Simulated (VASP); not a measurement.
# Ir in VASP: a series of runs

Ir is run at these levels: PBE; tasks: single point.

Program: VASP 6.6.1. These are calculated values, not measurements. Logs are shortened: lines on timing, memory, paths and dates and some standing lists are left out, and cuts for length are marked.

### 1 The cell of the first run

The cell holds a slab with vacuum, 4 atoms: a = 2.737 Å, b = 3.870 Å, c = 19.460 Å, α = 90.00°, β = 90.00°, γ = 90.00°.

### 2 Single point, PBE

The input, INCAR:

```
SYSTEM = Ir
PREC = Accurate ; ENCUT = 520
EDIFF = 1E-6 ; ISMEAR = 0
SIGMA = 0.1 ; LREAL = .FALSE.
LASPH = .TRUE. ; NELM = 80
ALGO = Normal ; ISIF = 2
LWAVE = .FALSE. ; LCHARG = .FALSE.
LDIPOL = .TRUE. ; IDIPOL = 3
DIPOL = 0.5 0.5 0.309 ; GGA = PE
NBANDS = 26
```

The input, KPOINTS:

```
Automatic mesh
0
G
  10 7 1
  0 0 0
```

The input, POSCAR:

```
Ir
1.0
    2.7367600872      0.0000000000      0.0000000000
    0.0000000000      3.8703632323      0.0000000000
    0.0000000000      0.0000000000     19.4599433740
Ir
4
Direct
    0.5000000000      0.5000000000      0.2055504440
    0.0000000000      0.0000000000      0.2758682253
    0.5000000000      0.5000000000      0.3454282602
    0.0000000000      0.0000000000      0.4090424736
```

Potentials or basis: VASP PAW PBE potentials, release 64 (Ir).

Launch:

```console
cat potpaw_PBE.64/Ir/POTCAR > POTCAR
mpirun -np 1 vasp_std > vasp.out
```

OUTCAR:

```text
SYSTEM = Ir
   PREC = Accurate
   ENCUT = 520
   EDIFF = 1E-6
   ISMEAR = 0
   LREAL = .FALSE.
   LASPH = .TRUE.
   NELM = 80
   ISIF = 2
   GGA = PE

 ion  position               nearest neighbor table
   1  0.500  0.500  0.206-   3 2.72   2 2.74   2 2.74   2 2.74   2 2.74
   2  0.000  0.000  0.276-   4 2.59   3 2.73   3 2.73   3 2.73   3 2.73   1 2.74   1 2.74   1 2.74
                             1 2.74
   3  0.500  0.500  0.345-   4 2.67   4 2.67   4 2.67   4 2.67   1 2.72   2 2.73   2 2.73   2 2.73
                             2 2.73
   4  0.000  0.000  0.409-   2 2.59   3 2.67   3 2.67   3 2.67   3 2.67

  LATTYP: Found a simple orthorhombic cell.
 ALAT       =     2.7367600872
 B/A-ratio  =     1.4142135624
 C/A-ratio  =     7.1105770159

  Lattice vectors:

 A1 = (   2.7367600872,   0.0000000000,   0.0000000000)
 A2 = (   0.0000000000,   3.8703632323,   0.0000000000)
 A3 = (   0.0000000000,   0.0000000000,  19.4599433740)

Analysis of symmetry for initial positions (statically):
=====================================================================
 Subroutine PRICEL returns:
 Original cell was already a primitive cell.

 Routine SETGRP: Setting up the symmetry group for a
 simple orthorhombic supercell.

 Subroutine GETGRP returns: Found  4 space group operations
 (whereof  4 operations were pure point group operations)
 out of a pool of  8 trial point group operations.

The static configuration has the point symmetry C_2v.

Analysis of symmetry for dynamics (positions and initial velocities):
=====================================================================
 Subroutine PRICEL returns:
 Original cell was already a primitive cell.

 Routine SETGRP: Setting up the symmetry group for a
 simple orthorhombic supercell.

 Subroutine GETGRP returns: Found  4 space group operations
 (whereof  4 operations were pure point group operations)
 out of a pool of  8 trial point group operations.

The dynamic configuration has the point symmetry C_2v.

 Subroutine INISYM returns: Found  4 space group operations
 (whereof  4 operations are pure point group operations),
 and found     1 'primitive' translations

----------------------------------------------------------------------------------------

                                     Primitive cell

  volume of cell :     206.1247

  direct lattice vectors                    reciprocal lattice vectors
     2.736760087  0.000000000  0.000000000     0.365395566  0.000000000  0.000000000
     0.000000000  3.870363232  0.000000000     0.000000000  0.258373682  0.000000000
     0.000000000  0.000000000 19.459943374     0.000000000  0.000000000  0.051387611

  length of vectors
     2.736760087  3.870363232 19.459943374     0.365395566  0.258373682  0.051387611

  position of ions in fractional coordinates (direct lattice)
     0.500000000  0.500000000  0.205550444
     0.000000000  0.000000000  0.275868225
     0.500000000  0.500000000  0.345428260
     0.000000000  0.000000000  0.409042474

  ion indices of the primitive-cell ions
   primitive index   ion index
                 1           1
                 2           2
                 3           3
                 4           4

----------------------------------------------------------------------------------------

 KPOINTS: Automatic mesh

Automatic generation of k-mesh.
 Grid dimensions read from file:
 generate k-points for:   10    7    1

 Generating k-lattice:

  Cartesian coordinates                     Fractional coordinates (reciprocal lattice)
     0.036539557  0.000000000  0.000000000     0.100000000  0.000000000  0.000000000
     0.000000000  0.036910526  0.000000000     0.000000000  0.142857143  0.000000000
     0.000000000  0.000000000  0.051387611     0.000000000  0.000000000  1.000000000

  Length of vectors
     0.036539557  0.036910526  0.051387611

  Shift w.r.t. Gamma in fractional coordinates (k-lattice)
     0.000000000  0.000000000  0.000000000

 Subroutine IBZKPT returns following result:
 ===========================================

 Found     24 irreducible k-points:

 Following reciprocal coordinates:
            Coordinates               Weight
  0.000000  0.000000  0.000000      1.000000
  0.100000  0.000000  0.000000      2.000000
  0.200000  0.000000  0.000000      2.000000
  0.300000  0.000000  0.000000      2.000000
  0.400000  0.000000  0.000000      2.000000
  0.500000  0.000000  0.000000      1.000000
[... 16 lines left out ...]
  0.400000  0.428571  0.000000      4.000000
  0.500000  0.428571  0.000000      2.000000
   k-points           NKPTS =     24   k-points in BZ     NKDIM =     24   number of bands    NBANDS=     26
   number of dos      NEDOS =    301   number of ions     NIONS =      4
   total plane-waves  NPLWV =  90000
   dimension x,y,z NGX =    20 NGY =   30 NGZ =  150
   dimension x,y,z NGXF=    40 NGYF=   60 NGZF=  300
   ions per type =               4
   NGX,Y,Z   is equivalent  to a cutoff of  12.15, 12.89, 12.81 a.u.
   NGXF,Y,Z  is equivalent  to a cutoff of  24.30, 25.77, 25.63 a.u.
 SYSTEM =  Ir
   PREC   = accura    normal or accurate (medium, high low for compatibility)
   ISTART =      0    job   : 0-new  1-cont  2-samecut
   ICHARG =      2    charge: 1-file 2-atom 10-const
   ISPIN  =      1    spin polarized calculation?
   LNONCOLLINEAR =      F non collinear calculations
   LSORBIT =      F    spin-orbit coupling
   LASPH  =      T    aspherical Exc in radial PAW
   ENCUT  =  520.0 eV  38.22 Ry    6.18 a.u.   5.09  7.20 36.18*2*pi/ulx,y,z
   NELM   =     80;   NELMIN=  2; NELMDL= -5     # of ELM steps
   EDIFF  = 0.1E-05   stopping-criterion for ELM
   LREAL  =      F    real-space projection
   EDIFFG = 0.1E-04   stopping-criterion for IOM
   NSW    =      0    number of steps for IOM
   IBRION =     -1    ionic relax: 0-MD 1-quasi-New 2-CG
   NFREE  =      0    steps in history (QN), initial steepest desc. (CG)
   ISIF   =      2    stress and relaxation
   ISYM   =      2    0-nonsym 1-usesym 2-fastsym
   POTIM  = 0.5000    time-step for ionic-motion
   TEBEG  =    0.0;   TEEND  =   0.0 temperature during run
   PSTRESS=    0.0 pullay stress
   NELECT =      36.0000    total number of electrons
   NUPDOWN=      -1.0000    fix difference up-down
   EMIN   =  10.00;   EMAX   =-10.00  energy-range for DOS
   EFERMI =   0.00;   METHOD = LEGACY
   ISMEAR =     0;   SIGMA  =   0.10  broadening in eV -4-tet -1-fermi 0-gaus
   EFERMI_NEDOS =   21; number of points for ismear=-14 and -15
   IALGO  =     38    algorithm
   IMIX   =      4    mixing-type and parameters
     AMIX     =   0.40;   BMIX     =  1.00
     AMIX_MAG =   1.60;   BMIX_MAG =  1.00
  volume/ion in A,a.u.               =      51.53       347.75
  Fermi-wavevector in a.u.,A,eV,Ry     =   0.915094  1.729277 11.393476  0.837397
  Thomas-Fermi vector in A             =   2.039796
   LORBIT       =      0    0 simple, 1 ext, 2 COOP (PROOUT), +10 PAW based schemes
   GGA     = PE    functional components
   LHFCALC =     F    Hartree Fock is set to
   AEXX    =    0.0000 exact exchange contribution
   IVDW    =     0    specifies the selected vdW correction
   LEPSILON=     F    determine dielectric tensor
   LRPA    =     F    only Hartree local field effects (RPA)
 non-spin polarized calculation
 Gauss-broadening in eV      SIGMA  =   0.10
  energy-cutoff  :      520.00
  volume of cell :      206.12
 maximum number of plane-waves:      5602
   NGX = 11   NGY = 15   NGZ = 73

 dipolmoment           0.000000      0.000000      0.006965 electrons x Angstroem

 number of electron      35.9999997 magnetization

 dipolmoment           0.000000      0.000000     -0.010587 electrons x Angstroem

 Free energy of the ion-electron system (eV)
  ---------------------------------------------------
  ext. energy  EPLUGINS =         0.00000000
  ---------------------------------------------------
  free energy    TOTEN  =       -31.30421456 eV

  energy without entropy =      -31.26789114  energy(sigma->0) =      -31.28605285

 E-fermi :  -0.7742     XC(G=0):  -4.9787

 val. band max:       -0.7871401980   @ k =   0.1000   0.4286   0.0000
 cond. band min:      -0.7400611160   @ k =   0.5000   0.2857   0.0000
 fundamental gap:      0.0470790820
 Fermi energy:        -0.7742313779

 k-point     1 :       0.0000    0.0000    0.0000
  band No.  band energies     occupation
      1     -10.3142      2.00000
      2      -7.6803      2.00000
      3      -7.5175      2.00000
      4      -6.4129      2.00000
      5      -6.1604      2.00000
      6      -4.9893      2.00000
[... 18 lines left out ...]
     25       3.3518      0.00000
     26       3.8677      0.00000

 k-point     2 :       0.1000    0.0000    0.0000
  band No.  band energies     occupation
      1     -10.0376      2.00000
      2      -7.4833      2.00000
      3      -7.2395      2.00000
      4      -6.2400      2.00000
      5      -5.8009      2.00000
      6      -5.3246      2.00000
[... 18 lines left out ...]
     25       4.0702      0.00000
     26       4.4095      0.00000

 k-point     3 :       0.2000    0.0000    0.0000
  band No.  band energies     occupation
      1      -9.2940      2.00000
      2      -7.2155      2.00000
      3      -6.4289      2.00000
      4      -6.0050      2.00000
      5      -5.8402      2.00000
      6      -5.7129      2.00000
[... 572 lines left out ...]
 k-point    23 :       0.4000    0.4286    0.0000
  band No.  band energies     occupation
      1      -7.4615      2.00000
      2      -7.2290      2.00000
      3      -6.1057      2.00000
      4      -5.8124      2.00000
      5      -5.3374      2.00000
      6      -5.1417      2.00000
[... 18 lines left out ...]
     25       6.4943      0.00000
     26       6.7035      0.00000

 k-point    24 :       0.5000    0.4286    0.0000
  band No.  band energies     occupation
      1      -7.5396      2.00000
      2      -7.3848      2.00000
      3      -6.2095      2.00000
      4      -5.9141      2.00000
      5      -5.3392      2.00000
      6      -5.2519      2.00000
[... 18 lines left out ...]
     25       5.6918      0.00000
     26       5.8288      0.00000

------------------------ aborting loop because EDIFF is reached ----------------------------------------

 vacuum level on the upper side and lower side of the slab       (xc-potential included)        -0.248        -0.065

  FORCE on cell =-STRESS in cart. coord.  units (eV):
  Direction    XX          YY          ZZ          XY          YZ          ZX
  --------------------------------------------------------------------------------------
  -------------------------------------------------------------------------------------
  Total       -6.7295134     -3.7169986     -1.4576815      0.0000000      0.0000000      0.0000000
  in kB      -52.3075305    -28.8916907    -11.3303467      0.0000000      0.0000000      0.0000000
  external PRESSURE =     -30.8431893 kB  Pullay stress =       0.0000000 kB

 VOLUME and BASIS-vectors are now :
 -----------------------------------------------------------------------------
  energy-cutoff  :      520.00
  volume of cell :      206.12
      direct lattice vectors                 reciprocal lattice vectors
     2.736760087  0.000000000  0.000000000     0.365395566  0.000000000  0.000000000
     0.000000000  3.870363232  0.000000000     0.000000000  0.258373682  0.000000000
     0.000000000  0.000000000 19.459943374     0.000000000  0.000000000  0.051387611

 POSITION                                       TOTAL-FORCE (eV/Angst)
 -----------------------------------------------------------------------------------
      1.36838      1.93518      4.00000         0.000000      0.000000      1.131456
      0.00000      0.00000      5.36838         0.000000      0.000000     -1.175817
      1.36838      1.93518      6.72201         0.000000      0.000000     -0.007850
      0.00000      0.00000      7.95994         0.000000      0.000000      0.052212
 -----------------------------------------------------------------------------------
    total drift:                               -0.000000      0.000000     -0.000176

  FREE ENERGIE OF THE ION-ELECTRON SYSTEM (eV)
  ---------------------------------------------------
  free  energy   TOTEN  =       -31.3042145640 eV

  energy  without entropy=      -31.2678911383  energy(sigma->0) =      -31.28605285

 vacuum level on the upper side and lower side of the slab         3.919         4.109
```

It took 2.1 min on 1 thread of Intel Xeon 6975P-C (Granite Rapids), shared host; peak memory 0.33 GiB.

What came out:

- Free energy: -31.3042 eV
- Largest force: 1.176 eV/Å
- Band gap on the k mesh: zero (bands 18 and 19 overlap by 0.95 eV)

Forces in eV/Å, atoms in the order of the input:
```
Ir   0.000  0.000  1.131
Ir   0.000  0.000 -1.176
Ir   0.000  0.000 -0.008
Ir   0.000  0.000  0.052
```

Caveat: spin-orbit coupling is left out, which moves the levels of the heavy elements.

### 3 Single point, PBE

This run uses another cell than the first one.

The input, INCAR:

```
  PREC = Accurate
  ENCUT = 520
  EDIFF = 1E-7
  ISMEAR = 0
  SIGMA = 0.1
  LREAL = F
  LASPH = T
  NELM = 80
  ALGO = Normal
  ISIF = 2
  LWAVE = F
  LCHARG = T
  LDIPOL = T
  IDIPOL = 3
  DIPOL = 0.5 0.5 0.498
  GGA = PE
  LELF = T
  LVHAR = T
  LVACPOTAV = T
  NBANDS = 26
```

The input, KPOINTS:

```
Automatic mesh
0
Gamma
  10 8 1
```

The input, POSCAR:

```
Ir
1.0
    2.7367600872      0.0000000000      0.0000000000
    0.0000000000      3.8703632323      0.0000000000
    0.0000000000      0.0000000000     18.1051401308
Ir
4
Direct
    0.5000000000      0.5000000000      0.3866305342
    0.0000000000      0.0000000000      0.4622101781
    0.5000000000      0.5000000000      0.5369753734
    0.0000000000      0.0000000000      0.6053498231
```

Potentials or basis: VASP PAW PBE potentials, release 64 (Ir).

Launch:

```console
cat potpaw_PBE.64/Ir/POTCAR > POTCAR
mpirun -np 1 vasp_std > vasp.out
```

It took 2.2 min on 1 thread of Intel Xeon 6975P-C (Granite Rapids), shared host; peak memory 0.33 GiB.

It converged, with:

| Property | Result |
| --- | --- |
| Free energy | -31.3018 eV |
| Largest force | 1.198 eV/Å |
| Band gap on the k mesh | zero (bands 18 and 19 overlap by 1.06 eV) |

Forces in eV/Å, atoms in the order of the input:
```
Ir   0.000  0.000  1.121
Ir   0.000  0.000 -1.198
Ir   0.000  0.000  0.007
Ir   0.000  0.000  0.069
```

Levels at points of the mesh, in eV from the Fermi level:
```tsv
k point	band 14	band 15	band 16	band 17	band 18	band 19	band 20	band 21	band 22	band 23
(0.00, 0.00, 0.00)	-1.60	-1.58	-1.27	-0.66	-0.48	-0.10	0.36	0.52	0.62	1.39
(0.50, 0.00, 0.00)	-0.34	-0.07	-0.07	0.37	0.59	0.90	1.14	2.79	2.83	3.16
(0.00, 0.50, 0.00)	-1.32	-1.29	-1.14	-0.76	-0.38	0.40	0.41	0.68	0.81	0.87
(0.50, 0.50, 0.00)	-0.93	-0.77	-0.75	0.75	0.78	0.97	1.02	1.73	1.73	6.16
```

Caveat: spin-orbit coupling is left out, which moves the levels of the heavy elements.
